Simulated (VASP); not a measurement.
# Al2GaP2 (P4mm) in VASP: a series of runs

The runs below take Al2GaP2 through relaxation of cell and atoms, single point, with PBE.

Everything below comes from runs of VASP 6.6.1. Logs are shortened: lines on timing, memory, paths and dates and some standing lists are left out, and cuts for length are marked.

### 1 The cell of the first run

Symmetry: P4mm, No. 99, tetragonal system. Conventional cell: a = 3.868 Å, b = 3.868 Å, c = 6.780 Å, α = 90.00°, β = 90.00°, γ = 90.00°. Within 3.7 Å of Al (site symmetry 4mm) lie 4 Ga at 2.78 Å and 1 P at 2.88 Å and 4 Al at 3.58 Å. Within 2.4 Å of Al (site symmetry 4mm) lie 1 Ga at 1.81 Å and 1 P at 1.94 Å. Within 2.4 Å of Ga (site symmetry 4mm) lie 1 Al at 1.81 Å. P (site symmetry 4mm) has 5 Al at 2.79 to 2.88 Å and 4 P at 3.06 Å and 4 Ga at 3.63 Å within 3.7 Å. P (site symmetry 4mm) has 1 Al at 1.94 Å within 2.6 Å.

### 2 Relaxation of cell and atoms, PBE

INCAR reads:

```
SYSTEM = Al2GaP2
PREC = Accurate ; ENCUT = 600
EDIFF = 1E-6 ; ISMEAR = 0
SIGMA = 0.1 ; LREAL = .False.
LASPH = .True. ; NELM = 80
ALGO = Normal ; ISIF = 3
LWAVE = .False. ; LCHARG = .False.
GGA = PE ; IBRION = 2
NSW = 90 ; EDIFFG = -0.04
```

KPOINTS reads:

```
Automatic mesh
0
Gamma
  4 4 4
  0 0 0
```

POSCAR reads:

```
Al2GaP2
1.0
    3.8679117400      0.0000000000      0.0000000000
    0.0000000000      3.8679117400      0.0000000000
    0.0000000000      0.0000000000      6.7795444000
Al Ga P
2 1 2
Direct
    0.0000000000      0.0000000000      0.4773570600
    0.5000000000      0.5000000000      0.1365541200
    0.5000000000      0.5000000000      0.4032638800
    0.0000000000      0.0000000000      0.0519095700
    0.5000000000      0.5000000000      0.8507358800
```

Potentials or basis: VASP PAW PBE potentials, release 64 (Al, Ga_d, P).

On the command line:

```bash
$ cat potpaw_PBE.64/Al/POTCAR potpaw_PBE.64/Ga_d/POTCAR potpaw_PBE.64/P/POTCAR > POTCAR
$ mpirun -np 1 vasp_std > vasp.out
```

OUTCAR:

```text
SYSTEM = Al2GaP2
   PREC = Accurate
   ENCUT = 600
   EDIFF = 1E-6
   ISMEAR = 0
   LREAL = .False.
   LASPH = .True.
   NELM = 80
   ISIF = 3
   GGA = PE
   IBRION = 2
   NSW = 90
   EDIFFG = -0.04

 ion  position               nearest neighbor table
   1  0.000  0.000  0.477-   3 2.78   3 2.78   3 2.78   3 2.78   4 2.88
   2  0.500  0.500  0.137-   3 1.81   5 1.94   4 2.79   4 2.79   4 2.79   4 2.79
   3  0.500  0.500  0.403-   2 1.81   1 2.78   1 2.78   1 2.78   1 2.78
   4  0.000  0.000  0.052-   2 2.79   2 2.79   2 2.79   2 2.79   1 2.88
   5  0.500  0.500  0.851-   2 1.94

  LATTYP: Found a simple tetragonal cell.
 ALAT       =     3.8679117400
 C/A-ratio  =     1.7527660546

  Lattice vectors:

 A1 = (   3.8679117400,   0.0000000000,   0.0000000000)
 A2 = (   0.0000000000,   3.8679117400,   0.0000000000)
 A3 = (   0.0000000000,   0.0000000000,   6.7795444000)

Analysis of symmetry for initial positions (statically):
=====================================================================
 Subroutine PRICEL returns:
 Original cell was already a primitive cell.

 Routine SETGRP: Setting up the symmetry group for a
 simple tetragonal supercell.

 Subroutine GETGRP returns: Found  8 space group operations
 (whereof  8 operations were pure point group operations)
 out of a pool of 16 trial point group operations.

The static configuration has the point symmetry C_4v.

Analysis of symmetry for dynamics (positions and initial velocities):
=====================================================================
 Subroutine PRICEL returns:
 Original cell was already a primitive cell.

 Routine SETGRP: Setting up the symmetry group for a
 simple tetragonal supercell.

 Subroutine GETGRP returns: Found  8 space group operations
 (whereof  8 operations were pure point group operations)
 out of a pool of 16 trial point group operations.

The dynamic configuration has the point symmetry C_4v.

 Subroutine INISYM returns: Found  8 space group operations
 (whereof  8 operations are pure point group operations),
 and found     1 'primitive' translations

----------------------------------------------------------------------------------------

                                     Primitive cell

  volume of cell :     101.4270

  direct lattice vectors                    reciprocal lattice vectors
     3.867911740  0.000000000  0.000000000     0.258537440  0.000000000  0.000000000
     0.000000000  3.867911740  0.000000000     0.000000000  0.258537440  0.000000000
     0.000000000  0.000000000  6.779544400     0.000000000  0.000000000  0.147502537

  length of vectors
     3.867911740  3.867911740  6.779544400     0.258537440  0.258537440  0.147502537

  position of ions in fractional coordinates (direct lattice)
     0.000000000  0.000000000  0.477357060
     0.500000000  0.500000000  0.136554120
     0.500000000  0.500000000  0.403263880
     0.000000000  0.000000000  0.051909570
     0.500000000  0.500000000  0.850735880

  ion indices of the primitive-cell ions
   primitive index   ion index
                 1           1
                 2           2
                 3           3
                 4           4
                 5           5

----------------------------------------------------------------------------------------

 KPOINTS: Automatic mesh

Automatic generation of k-mesh.
 Grid dimensions read from file:
 generate k-points for:    4    4    4

 Generating k-lattice:

  Cartesian coordinates                     Fractional coordinates (reciprocal lattice)
     0.064634360  0.000000000  0.000000000     0.250000000  0.000000000  0.000000000
     0.000000000  0.064634360  0.000000000     0.000000000  0.250000000  0.000000000
     0.000000000  0.000000000  0.036875634     0.000000000  0.000000000  0.250000000

  Length of vectors
     0.064634360  0.064634360  0.036875634

  Shift w.r.t. Gamma in fractional coordinates (k-lattice)
     0.000000000  0.000000000  0.000000000

 Subroutine IBZKPT returns following result:
 ===========================================

 Found     18 irreducible k-points:

 Following reciprocal coordinates:
            Coordinates               Weight
  0.000000  0.000000  0.000000      1.000000
  0.250000  0.000000  0.000000      4.000000
  0.500000  0.000000  0.000000      2.000000
  0.250000  0.250000  0.000000      4.000000
  0.500000  0.250000  0.000000      4.000000
  0.500000  0.500000  0.000000      1.000000
[... 10 lines left out ...]
  0.500000  0.250000  0.500000      4.000000
  0.500000  0.500000  0.500000      1.000000
   k-points           NKPTS =     18   k-points in BZ     NKDIM =     18   number of bands    NBANDS=     18
   number of dos      NEDOS =    301   number of ions     NIONS =      5
   total plane-waves  NPLWV =  55296
   dimension x,y,z NGX =    32 NGY =   32 NGZ =   54
   dimension x,y,z NGXF=    64 NGYF=   64 NGZF=  108
   ions per type =               2   1   2
   NGX,Y,Z   is equivalent  to a cutoff of  13.75, 13.75, 13.24 a.u.
   NGXF,Y,Z  is equivalent  to a cutoff of  27.51, 27.51, 26.48 a.u.
 SYSTEM =  Al2GaP2
   PREC   = accura    normal or accurate (medium, high low for compatibility)
   ISTART =      0    job   : 0-new  1-cont  2-samecut
   ICHARG =      2    charge: 1-file 2-atom 10-const
   ISPIN  =      1    spin polarized calculation?
   LNONCOLLINEAR =      F non collinear calculations
   LSORBIT =      F    spin-orbit coupling
   LASPH  =      T    aspherical Exc in radial PAW
   ENCUT  =  600.0 eV  44.10 Ry    6.64 a.u.   7.73  7.73 13.54*2*pi/ulx,y,z
   NELM   =     80;   NELMIN=  2; NELMDL= -5     # of ELM steps
   EDIFF  = 0.1E-05   stopping-criterion for ELM
   LREAL  =      F    real-space projection
   EDIFFG = -.4E-01   stopping-criterion for IOM
   NSW    =     90    number of steps for IOM
   IBRION =      2    ionic relax: 0-MD 1-quasi-New 2-CG
   NFREE  =      1    steps in history (QN), initial steepest desc. (CG)
   ISIF   =      3    stress and relaxation
   ISYM   =      2    0-nonsym 1-usesym 2-fastsym
   POTIM  = 0.5000    time-step for ionic-motion
   TEBEG  =    0.0;   TEEND  =   0.0 temperature during run
   PSTRESS=    0.0 pullay stress
   NELECT =      29.0000    total number of electrons
   NUPDOWN=      -1.0000    fix difference up-down
   EMIN   =  10.00;   EMAX   =-10.00  energy-range for DOS
   EFERMI =   0.00;   METHOD = LEGACY
   ISMEAR =     0;   SIGMA  =   0.10  broadening in eV -4-tet -1-fermi 0-gaus
   EFERMI_NEDOS =   21; number of points for ismear=-14 and -15
   IALGO  =     38    algorithm
   IMIX   =      4    mixing-type and parameters
     AMIX     =   0.40;   BMIX     =  1.00
     AMIX_MAG =   1.60;   BMIX_MAG =  1.00
  volume/ion in A,a.u.               =      20.29       136.89
  Fermi-wavevector in a.u.,A,eV,Ry     =   1.078507  2.038083 15.825988  1.163177
  Thomas-Fermi vector in A             =   2.214447
   LORBIT       =      0    0 simple, 1 ext, 2 COOP (PROOUT), +10 PAW based schemes
   GGA     = PE    functional components
   LHFCALC =     F    Hartree Fock is set to
   AEXX    =    0.0000 exact exchange contribution
   IVDW    =     0    specifies the selected vdW correction
   LEPSILON=     F    determine dielectric tensor
   LRPA    =     F    only Hartree local field effects (RPA)
 conjugate gradient relaxation of ions
 non-spin polarized calculation
 Gauss-broadening in eV      SIGMA  =   0.10
  energy-cutoff  :      600.00
  volume of cell :      101.43
 maximum number of plane-waves:      3405
 NGX is ok and might be reduce to    32
   NGX = 15   NGY = 15   NGZ = 27

--------------------------------------- Ionic step        1  -------------------------------------------

 number of electron      29.0000007 magnetization

 Free energy of the ion-electron system (eV)
  ---------------------------------------------------
  ext. energy  EPLUGINS =         0.00000000
  ---------------------------------------------------
  free energy    TOTEN  =       -13.99875621 eV

  energy without entropy =      -13.97756376  energy(sigma->0) =      -13.98815999

------------------------ aborting loop because EDIFF is reached ----------------------------------------

  FORCE on cell =-STRESS in cart. coord.  units (eV):
  Direction    XX          YY          ZZ          XY          YZ          ZX
  --------------------------------------------------------------------------------------
  -------------------------------------------------------------------------------------
  Total       -4.2787698     -4.2787698     36.5723182      0.0000000      0.0000000      0.0000000
  in kB      -67.5889788    -67.5889788    577.7094236      0.0000000      0.0000000      0.0000000
  external PRESSURE =     147.5104887 kB  Pullay stress =       0.0000000 kB
[... 98 lines left out ...]
  FREE ENERGIE OF THE ION-ELECTRON SYSTEM (eV)
  ---------------------------------------------------
  free  energy   TOTEN  =       -18.1922353325 eV

  energy  without entropy=      -18.1638405874  energy(sigma->0) =      -18.17803796

 E-fermi :   3.4753     XC(G=0):  -8.8833

 val. band max:        3.4640489751   @ k =   0.2500   0.2500   0.2500
 cond. band min:       3.5641201522   @ k =   0.0000   0.0000   0.0000
 fundamental gap:      0.1000711771
 Fermi energy:         3.4753109309

 k-point     1 :       0.0000    0.0000    0.0000
  band No.  band energies     occupation
      1     -11.3776      2.00000
      2     -11.3737      2.00000
      3     -11.3653      2.00000
      4     -11.3104      2.00000
      5     -11.3104      2.00000
      6      -7.7564      2.00000
[... 355 lines left out ...]
      5     -11.2938      2.00000
      6      -5.5019      2.00000
[... 10 lines left out ...]
     17       2.7076      2.00000
     18       3.2372      1.99924

 E-fermi :   6.0382     XC(G=0): -10.0739

 val. band max:        6.0213266246   @ k =   0.2500   0.2500   0.5000
 cond. band min:       6.0436904622   @ k =   0.2500   0.0000   0.5000
 fundamental gap:      0.0223638376
 Fermi energy:         6.0381948701

 k-point     1 :       0.0000    0.0000    0.0000
  band No.  band energies     occupation
      1      -9.1499      2.00000
      2      -9.0767      2.00000
      3      -9.0734      2.00000
      4      -8.9759      2.00000
      5      -8.9759      2.00000
      6      -6.4720      2.00000
[... 355 lines left out ...]
      5      -8.9581      2.00000
      6      -3.5787      2.00000
[... 10 lines left out ...]
     17       5.4065      2.00000
     18       5.8722      1.98112

[... ionic steps 4 to 29 ...]

--------------------------------------- Ionic step       30  -------------------------------------------

 number of electron      29.0000001 magnetization

------------------------ aborting loop because EDIFF is reached ----------------------------------------
[... 73 lines left out ...]
--------------------------------------- Ionic step       32  -------------------------------------------

 number of electron      29.0000005 magnetization

 Free energy of the ion-electron system (eV)
  ---------------------------------------------------
  ext. energy  EPLUGINS =         0.00000000
  ---------------------------------------------------
  free energy    TOTEN  =       -20.57409368 eV

  energy without entropy =      -20.56270831  energy(sigma->0) =      -20.56840099

 E-fermi :   5.3081     XC(G=0):  -9.6810

 val. band max:        5.2410410738   @ k =   0.5000   0.5000   0.5000
 cond. band min:       5.3752395322   @ k =   0.5000   0.0000   0.0000
 fundamental gap:      0.1341984584
 Fermi energy:         5.3081439671

 k-point     1 :       0.0000    0.0000    0.0000
  band No.  band energies     occupation
      1      -9.5914      2.00000
      2      -9.5464      2.00000
      3      -9.4750      2.00000
      4      -9.4594      2.00000
      5      -9.4594      2.00000
      6      -7.3537      2.00000
[... 399 lines left out ...]
  FREE ENERGIE OF THE ION-ELECTRON SYSTEM (eV)
  ---------------------------------------------------
  free  energy   TOTEN  =       -20.5740936816 eV

  energy  without entropy=      -20.5627083067  energy(sigma->0) =      -20.56840099

 reached required accuracy - stopping structural energy minimisation
```

Run time: 5.2 min. Hardware: 1 thread of Intel Xeon 6975P-C (Granite Rapids), shared host; peak memory 0.26 GiB.

What came out:

* Free energy: -20.5741 eV
* Relaxed volume: 19.97 Å³/atom
* Relaxed cell: a = 3.367 Å, b = 3.367 Å, c = 8.811 Å, α = 90.00°, β = 90.00°, γ = 90.00°
* Space group after relaxing (to 0.05 Å): P4mm (No. 99)
* Energy gained by relaxing: 1315.1 meV/atom
* Ionic steps: 32
* Pressure after relaxing: 0.0 GPa
* Largest force after relaxing: 0.004 eV/Å

Forces in eV/Å, atoms in the order of the input:
```
Al   0.000  0.000  0.003
Al   0.000  0.000 -0.002
Ga   0.000  0.000 -0.002
P    0.000  0.000  0.004
P    0.000  0.000 -0.002
```

The path:
```tsv
step	energy change (eV)	largest force (eV/Å)	pressure (GPa)	volume (Å³)
1	0.0000	15.3116	14.75	101.43
2	-4.1575	0.8919	-7.37	126.12
3	-4.1935	0.8335	-7.42	125.09
4	-4.2315	0.7613	-7.45	124.07
5	-4.5611	1.3450	-5.84	113.30
6	-5.0199	1.1261	-2.81	102.18
7	-5.1332	0.8675	1.09	94.51
8	-5.2404	0.7136	0.93	93.97
9	-5.2765	0.9119	1.33	93.45
10	-5.3925	1.0733	0.30	95.20
11	-5.5027	0.8369	-0.90	100.44
12	-5.5212	0.8975	-1.03	98.60
13	-5.6110	0.7479	-0.94	98.97
14	-5.7048	0.7129	-0.05	99.84
15	-5.8347	0.8743	-0.33	100.18
16	-5.9007	1.4532	0.29	100.54
17	-6.0520	1.4210	-0.90	101.01
18	-6.1065	1.3598	-1.50	101.38
19	-6.2474	0.9012	-0.57	99.91
20	-6.3152	0.8181	1.18	98.07
21	-6.3162	0.7301	0.90	98.31
22	-6.3741	0.6377	0.72	98.88
23	-6.4758	0.4484	0.33	100.56
24	-6.5160	0.4747	-0.78	101.54
25	-6.5160	0.4779	-0.79	101.55
26	-6.5356	0.3445	-0.28	100.64
27	-6.5482	0.3115	0.52	99.22
28	-6.5640	0.2994	0.36	99.52
29	-6.5687	0.3186	0.26	99.77
30	-6.5728	0.1333	-0.54	100.62
31	-6.5746	0.0732	-0.24	100.31
32	-6.5753	0.0036	0.05	99.87
```

Final structure:
```
Al Ga P
1.0
     3.36668    0.00000    0.00000
     0.00000    3.36668    0.00000
     0.00000    0.00000    8.81122
Al Ga P
2 1 2
Direct
  0.00000 0.00000 0.40429
  0.50000 0.50000 0.05417
  0.50000 0.50000 0.53298
  0.00000 0.00000 0.13526
  0.50000 0.50000 0.79313
```

Caveat: the k points lie up to 0.47 Å⁻¹ apart in the final cell; the bands computed are all filled at some k points, so no gap is given.

### 3 Single point, PBE

This run uses another cell than the first one, of 20.00 Å³/atom, 0.986 times its volume.

INCAR reads:

```
SYSTEM = Al2GaP2
  PREC = Accurate
  ENCUT = 520
  EDIFF = 1E-7
  ISMEAR = 0
  SIGMA = 0.1
  LREAL = .False.
  LASPH = .True.
  NELM = 100
  ALGO = Normal
  ISIF = 2
  LWAVE = .False.
  LCHARG = .True.
  GGA = PE
  LELF = .True.
  LVHAR = .True.
  NBANDS = 22
```

KPOINTS reads:

```
regular mesh
0
Gamma
  12 12 4
  0 0 0
```

POSCAR reads:

```
Al2GaP2
1.0
    3.3734783756      0.0000000000      0.0000000000
    0.0000000000      3.3734783756      0.0000000000
    0.0000000000      0.0000000000      8.7851192369
Al Ga P
2 1 2
Direct
    0.0000000000      0.0000000000      0.3978071723
    0.5000000000      0.5000000000      0.0637359021
    0.5000000000      0.5000000000      0.5318035874
    0.0000000000      0.0000000000      0.1320570105
    0.5000000000      0.5000000000      0.7944168377
```

Potentials or basis: VASP PAW PBE potentials, release 64 (Al, Ga_d, P).

On the command line:

```bash
$ cat potpaw_PBE.64/Al/POTCAR potpaw_PBE.64/Ga_d/POTCAR potpaw_PBE.64/P/POTCAR > POTCAR
$ mpirun -np 1 vasp_std > vasp.out
```

Run time: 91 s. Hardware: 1 thread of Intel Xeon 6975P-C (Granite Rapids), shared host; peak memory 0.33 GiB.

Results (log left out):

```
Free energy   : -20.6539 eV
Pressure      : 0.0 GPa
Largest force : 0.015 eV/Å
```

Forces in eV/Å, atoms in the order of the input:
```
Al   0.000  0.000 -0.015
Al   0.000  0.000 -0.005
Ga   0.000  0.000  0.002
P    0.000  0.000  0.012
P    0.000  0.000  0.006
```

Levels at points of the mesh, in eV from the Fermi level:
```tsv
k point	band 10	band 11	band 12	band 13	band 14	band 15	band 16	band 17	band 18	band 19
(0.00, 0.00, 0.00)	-4.26	-1.26	-1.26	1.03	1.03	1.79	2.52	2.62	2.62	3.22
(0.50, 0.00, 0.00)	-5.82	-4.11	-2.61	-1.51	0.05	0.41	1.52	2.18	4.53	4.76
(0.50, 0.50, 0.00)	-4.76	-3.13	-2.95	-2.95	-2.95	-1.84	-1.84	-0.32	-0.14	3.44
(0.00, 0.00, 0.50)	-1.94	-1.25	-1.25	0.48	0.89	0.89	1.96	2.93	2.93	3.25
(0.50, 0.00, 0.50)	-5.76	-3.65	-3.18	-2.73	0.05	1.53	2.60	3.29	3.87	4.25
(0.50, 0.50, 0.50)	-4.91	-3.24	-3.24	-3.15	-2.11	-1.33	-1.30	-1.30	-0.21	2.12
```

(Part 1 of 2 ends here.)
